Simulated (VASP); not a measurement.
# CsH (Fm-3m) in VASP: further runs, part 2 of 2

VASP 6.6.1. Earlier steps stand in the parts before.

## Step 3: Relaxation of cell and atoms, r2SCAN, target pressure 4 GPa, at which the enthalpy is minimised

The input, POSCAR:

```
CsH
1.0
    3.1880000000      3.1880000000      0.0000000000
   -3.1880000000      3.1880000000      0.0000000000
    0.0000000000      3.1880000000      3.1880000000
Cs H
1 1
Direct
    0.0000000000      0.0000000000      0.0000000000
    0.5000000000      0.5000000000      0.0000000000
```

The input, INCAR.step1:

```
ALGO = Normal
EDIFF = 1E-4
ENCUT = 600
GGA = PE
ISMEAR = 0
LASPH = T
LCHARG = F
LREAL = F
LWAVE = T
NELM = 100
PREC = Accurate
SIGMA = 0.01
```

The input, INCAR.step2:

```
ALGO = Normal
EDIFF = 1E-7
EDIFFG = -0.002
ENCUT = 600
IBRION = 2
ISIF = 3
ISMEAR = 0
ISTART = 1
LASPH = T
LCHARG = F
LMIXTAU = T
LREAL = F
LWAVE = F
METAGGA = R2SCAN
NELM = 100
NSW = 100
PREC = Accurate
PSTRESS = 40.0
SIGMA = 0.01
```

The input, KPOINTS:

```
k-points
0
Gamma
  6 6 6
```

Potentials or basis: VASP PAW PBE potentials, release 64 (Cs_sv, H).

On the command line:

```
> cat potpaw_PBE.64/Cs_sv/POTCAR potpaw_PBE.64/H/POTCAR > POTCAR
> cp INCAR.step1 INCAR
> mpirun -np 1 vasp_std > vasp.out
> cp INCAR.step2 INCAR
> mpirun -np 1 vasp_std > vasp.out
```

OUTCAR:

```text
EDIFF = 1E-7
   EDIFFG = -0.002
   ENCUT = 600
   IBRION = 2
   ISIF = 3
   ISMEAR = 0
   ISTART = 1
   LASPH = T
   LREAL = F
   METAGGA = R2SCAN
   NELM = 100
   NSW = 100
   PREC = Accurate
   PSTRESS = 40.0

 ion  position               nearest neighbor table
   1  0.000  0.000  0.000-
   2  0.500  0.500  0.000-

  LATTYP: Found a face centered cubic cell.
 ALAT       =     6.3760000000

  Lattice vectors:

 A1 = (   0.0000000000,   3.1880000000,   3.1880000000)
 A2 = (   3.1880000000,   0.0000000000,   3.1880000000)
 A3 = (   3.1880000000,   3.1880000000,   0.0000000000)

Analysis of symmetry for initial positions (statically):
=====================================================================
 Subroutine PRICEL returns:
 Original cell was already a primitive cell.

 Routine SETGRP: Setting up the symmetry group for a
 face centered cubic supercell.

 Subroutine GETGRP returns: Found 48 space group operations
 (whereof 48 operations were pure point group operations)
 out of a pool of 48 trial point group operations.

The static configuration has the point symmetry O_h .

Analysis of symmetry for dynamics (positions and initial velocities):
=====================================================================
 Subroutine PRICEL returns:
 Original cell was already a primitive cell.

 Routine SETGRP: Setting up the symmetry group for a
 face centered cubic supercell.

 Subroutine GETGRP returns: Found 48 space group operations
 (whereof 48 operations were pure point group operations)
 out of a pool of 48 trial point group operations.

The dynamic configuration has the point symmetry O_h .

 Subroutine INISYM returns: Found 48 space group operations
 (whereof 48 operations are pure point group operations),
 and found     1 'primitive' translations

----------------------------------------------------------------------------------------

                                     Primitive cell

  volume of cell :      64.8015

  direct lattice vectors                    reciprocal lattice vectors
     3.188000000  3.188000000  0.000000000     0.156838143  0.156838143 -0.156838143
    -3.188000000  3.188000000  0.000000000    -0.156838143  0.156838143 -0.156838143
     0.000000000  3.188000000  3.188000000     0.000000000  0.000000000  0.313676286

  length of vectors
     4.508512837  4.508512837  4.508512837     0.271651632  0.271651632  0.313676286

  position of ions in fractional coordinates (direct lattice)
     0.000000000  0.000000000  0.000000000
     0.500000000  0.500000000  0.000000000

  ion indices of the primitive-cell ions
   primitive index   ion index
                 1           1
                 2           2

----------------------------------------------------------------------------------------

 KPOINTS: k-points

Automatic generation of k-mesh.
 Grid dimensions read from file:
 generate k-points for:    6    6    6

 Generating k-lattice:

  Cartesian coordinates                     Fractional coordinates (reciprocal lattice)
     0.026139691  0.026139691 -0.026139691     0.166666667  0.000000000  0.000000000
    -0.026139691  0.026139691 -0.026139691     0.000000000  0.166666667  0.000000000
     0.000000000  0.000000000  0.052279381     0.000000000  0.000000000  0.166666667

  Length of vectors
     0.045275272  0.045275272  0.052279381

  Shift w.r.t. Gamma in fractional coordinates (k-lattice)
     0.000000000  0.000000000  0.000000000

 Subroutine IBZKPT returns following result:
 ===========================================

 Found     16 irreducible k-points:

 Following reciprocal coordinates:
            Coordinates               Weight
  0.000000  0.000000  0.000000      1.000000
  0.166667  0.000000  0.000000      8.000000
  0.333333  0.000000  0.000000      8.000000
  0.500000  0.000000  0.000000      4.000000
  0.166667  0.166667  0.000000     12.000000
  0.333333  0.166667  0.000000     24.000000
[... 8 lines left out ...]
  0.500000  0.333333  0.166667     24.000000
  0.500000  0.500000  0.166667     12.000000
   k-points           NKPTS =     16   k-points in BZ     NKDIM =     16   number of bands    NBANDS=      9
   number of dos      NEDOS =    301   number of ions     NIONS =      2
   total plane-waves  NPLWV =  46656
   dimension x,y,z NGX =    36 NGY =   36 NGZ =   36
   dimension x,y,z NGXF=    72 NGYF=   72 NGZF=   72
   ions per type =               1   1
   NGX,Y,Z   is equivalent  to a cutoff of  13.27, 13.27, 13.27 a.u.
   NGXF,Y,Z  is equivalent  to a cutoff of  26.55, 26.55, 26.55 a.u.
 SYSTEM =  unknown system
   PREC   = accura    normal or accurate (medium, high low for compatibility)
   ISTART =      1    job   : 0-new  1-cont  2-samecut
   ICHARG =      0    charge: 1-file 2-atom 10-const
   ISPIN  =      1    spin polarized calculation?
   LNONCOLLINEAR =      F non collinear calculations
   LSORBIT =      F    spin-orbit coupling
   LASPH  =      T    aspherical Exc in radial PAW
   ENCUT  =  600.0 eV  44.10 Ry    6.64 a.u.   9.00  9.00  9.00*2*pi/ulx,y,z
   NELM   =    100;   NELMIN=  2; NELMDL=  0     # of ELM steps
   EDIFF  = 0.1E-06   stopping-criterion for ELM
   LREAL  =      F    real-space projection
   EDIFFG = -.2E-02   stopping-criterion for IOM
   NSW    =    100    number of steps for IOM
   IBRION =      2    ionic relax: 0-MD 1-quasi-New 2-CG
   NFREE  =      1    steps in history (QN), initial steepest desc. (CG)
   ISIF   =      3    stress and relaxation
   ISYM   =      2    0-nonsym 1-usesym 2-fastsym
   POTIM  = 0.5000    time-step for ionic-motion
   TEBEG  =    0.0;   TEEND  =   0.0 temperature during run
   PSTRESS=   40.0 pullay stress
   NELECT =      10.0000    total number of electrons
   NUPDOWN=      -1.0000    fix difference up-down
   EMIN   =  10.00;   EMAX   =-10.00  energy-range for DOS
   EFERMI =   0.00;   METHOD = LEGACY
   ISMEAR =     0;   SIGMA  =   0.01  broadening in eV -4-tet -1-fermi 0-gaus
   EFERMI_NEDOS =   21; number of points for ismear=-14 and -15
   IALGO  =     38    algorithm
   IMIX   =      4    mixing-type and parameters
     AMIX     =   0.40;   BMIX     =  1.00
     AMIX_MAG =   1.60;   BMIX_MAG =  1.00
  volume/ion in A,a.u.               =      32.40       218.65
  Fermi-wavevector in a.u.,A,eV,Ry     =   0.878105  1.659378 10.491026  0.771069
  Thomas-Fermi vector in A             =   1.998146
   LORBIT       =      0    0 simple, 1 ext, 2 COOP (PROOUT), +10 PAW based schemes
   METAGGA = R2SCAN    functional components
   LHFCALC =     F    Hartree Fock is set to
   AEXX    =    0.0000 exact exchange contribution
   IVDW    =     0    specifies the selected vdW correction
   LEPSILON=     F    determine dielectric tensor
   LRPA    =     F    only Hartree local field effects (RPA)
 conjugate gradient relaxation of ions
 non-spin polarized calculation
 Gauss-broadening in eV      SIGMA  =   0.01
  energy-cutoff  :      600.00
  volume of cell :       64.80
 maximum number of plane-waves:      2200
   NGX = 17   NGY = 17   NGZ = 17

--------------------------------------- Ionic step        1  -------------------------------------------

 number of electron       9.9999999 magnetization

 Free energy of the ion-electron system (eV)
  ---------------------------------------------------
  ext. energy  EPLUGINS =         0.00000000
  ---------------------------------------------------
  free energy    TOTEN  =       -28.98869588 eV

  energy without entropy =      -28.98869588  energy(sigma->0) =      -28.98869588

 E-fermi :  -0.0248     XC(G=0):  -7.5572

 val. band max:       -0.1132498556   @ k =   0.5000   0.0000   0.0000
 cond. band min:       2.5503843458   @ k =   0.5000   0.0000   0.0000
 fundamental gap:      2.6636342014
 Fermi energy:        -0.0247803525

 k-point     1 :       0.0000    0.0000    0.0000
  band No.  band energies     occupation
      1     -22.1859      2.00000
      2      -8.2711      2.00000
      3      -8.2711      2.00000
      4      -8.2711      2.00000
      5      -1.7625      2.00000
      6       5.5768      0.00000
      7       5.5768      0.00000
      8       5.5768      0.00000
      9       6.2222      0.00000
[... 287 lines left out ...]
  energy  without entropy=      -28.8724023673  energy(sigma->0) =      -28.87240237

  enthalpy is  TOTEN    =       -27.5734179210 eV   P V=        1.2989844464

[... ionic steps 4 to 17 ...]

--------------------------------------- Ionic step       18  -------------------------------------------

 number of electron      10.0000000 magnetization

------------------------ aborting loop because EDIFF is reached ----------------------------------------
[... 71 lines left out ...]
--------------------------------------- Ionic step       20  -------------------------------------------

 number of electron      10.0000000 magnetization

 Free energy of the ion-electron system (eV)
  ---------------------------------------------------
  ext. energy  EPLUGINS =         0.00000000
  ---------------------------------------------------
  free energy    TOTEN  =       -28.84043443 eV

  energy without entropy =      -28.84043443  energy(sigma->0) =      -28.84043443

 E-fermi :   1.4027     XC(G=0):  -8.5971

 val. band max:        1.2939282379   @ k =   0.5000   0.0000   0.0000
 cond. band min:       3.5628586500   @ k =   0.5000   0.0000   0.0000
 fundamental gap:      2.2689304121
 Fermi energy:         1.4026954958

 k-point     1 :       0.0000    0.0000    0.0000
  band No.  band energies     occupation
      1     -21.0795      2.00000
      2      -6.7904      2.00000
      3      -6.7904      2.00000
      4      -6.7904      2.00000
      5      -0.9003      2.00000
      6       6.8447      0.00000
      7       6.8447      0.00000
      8       6.8447      0.00000
      9       8.5621      0.00000
[... 211 lines left out ...]
  energy  without entropy=      -28.8404344283  energy(sigma->0) =      -28.84043443

  enthalpy is  TOTEN    =       -27.5760924325 eV   P V=        1.2643419957

 reached required accuracy - stopping structural energy minimisation
```

OUTCAR.step1:

```text
EDIFF = 1E-4
   ENCUT = 600
   GGA = PE
   ISMEAR = 0
   LASPH = T
[... 403 lines left out ...]
 -----------------------------------------------------------------------------------
      0.00000      0.00000      0.00000         0.000000      0.000000      0.000000
      0.00000      3.18800      0.00000         0.000000     -0.000000      0.000000
 -----------------------------------------------------------------------------------
    total drift:                                0.000000      0.000000     -0.000000

  FREE ENERGIE OF THE ION-ELECTRON SYSTEM (eV)
  ---------------------------------------------------
  free  energy   TOTEN  =        -4.5497772906 eV

  energy  without entropy=       -4.5497772906  energy(sigma->0) =       -4.54977729
```

OSZICAR.step1:

```text
N       E                     dE             d eps       ncg     rms          rms(c)
DAV:   1     0.514191643075E+02    0.51419E+02   -0.46274E+03   288   0.103E+03
DAV:   2    -0.228838226281E+01   -0.53708E+02   -0.52532E+02   417   0.134E+02
DAV:   3    -0.536523408201E+01   -0.30769E+01   -0.30755E+01   305   0.401E+01
DAV:   4    -0.539130054677E+01   -0.26066E-01   -0.26064E-01   434   0.410E+00
DAV:   5    -0.539136758991E+01   -0.67043E-04   -0.67042E-04   367   0.177E-01    0.379E+00
DAV:   6    -0.467198502805E+01    0.71938E+00   -0.85784E-01   311   0.384E+00    0.158E+00
DAV:   7    -0.452674583119E+01    0.14524E+00   -0.82100E-01   321   0.347E+00    0.640E-01
DAV:   8    -0.455193399448E+01   -0.25188E-01   -0.70101E-02   301   0.133E+00    0.248E-01
DAV:   9    -0.454948240666E+01    0.24516E-02   -0.11789E-02   368   0.516E-01    0.452E-02
DAV:  10    -0.454987878062E+01   -0.39637E-03   -0.21485E-03   328   0.228E-01    0.660E-02
DAV:  11    -0.454977555581E+01    0.10322E-03   -0.38790E-04   312   0.858E-02    0.958E-03
DAV:  12    -0.454977729057E+01   -0.17348E-05   -0.54488E-05   221   0.384E-02
   1 F= -.45497773E+01 E0= -.45497773E+01  d E =-.555866E-27
```

Wall time 5.7 min (1 thread of AMD EPYC 9R45 (Zen 5), shared host); peak memory 0.21 GiB.

Results:

```
Free energy                                                : -28.8404 eV
Relaxed volume                                             : 25.32 Å³/atom
Relaxed cell                                               : a = 4.153 Å, b = 4.153 Å, c = 4.153 Å, α = 60.00°, β = 60.00°, γ = 90.00°
Space group after relaxing (to 0.1 Å)                      : Fm-3m (No. 225)
Energy change on relaxing (the run minimises the enthalpy) : +74.1 meV/atom
Ionic steps                                                : 20
Pressure after relaxing                                    : 4.0 GPa
Band gap on the k mesh                                     : 2.27 eV
```

Step by step:
```tsv
step	energy change (eV)	largest force (eV/Å)	pressure (GPa)	volume (Å³)
1	0.0000	0.0000	0.06	64.80
2	0.0328	0.0000	1.53	57.62
3	0.1163	0.0000	3.40	52.03
4	0.1513	0.0000	4.06	50.52
5	0.1447	0.0000	3.93	50.79
6	0.1448	0.0000	3.93	50.78
7	0.1448	0.0000	3.94	50.78
8	0.1449	0.0000	3.94	50.78
9	0.1449	0.0000	3.94	50.78
10	0.1449	0.0000	3.94	50.78
11	0.1449	0.0000	3.94	50.78
12	0.1449	0.0000	3.94	50.78
13	0.1449	0.0000	3.93	50.78
14	0.1450	0.0000	3.94	50.77
15	0.1451	0.0000	3.94	50.77
16	0.1454	0.0000	3.95	50.76
17	0.1460	0.0000	3.96	50.73
18	0.1472	0.0000	3.98	50.68
19	0.1496	0.0000	4.03	50.59
20	0.1483	0.0000	4.00	50.64
```

Final structure:
```
Cs H
1.0
     2.93649    2.93649    0.00000
    -2.93649    2.93649    0.00000
     0.00000    2.93649    2.93649
Cs H
1 1
Direct
  0.00000 0.00000 0.00000
  0.50000 0.50000 0.00000
```

Caveat: the cell is relaxed towards a set pressure, so the run minimises the enthalpy, not the energy; the volume moved by over 15 % at a fixed basis, so the end points are rough; the PAW data sets were made with another functional, which shifts forces and pressure a little; spin-orbit coupling is left out, which moves the levels of the heavy elements.
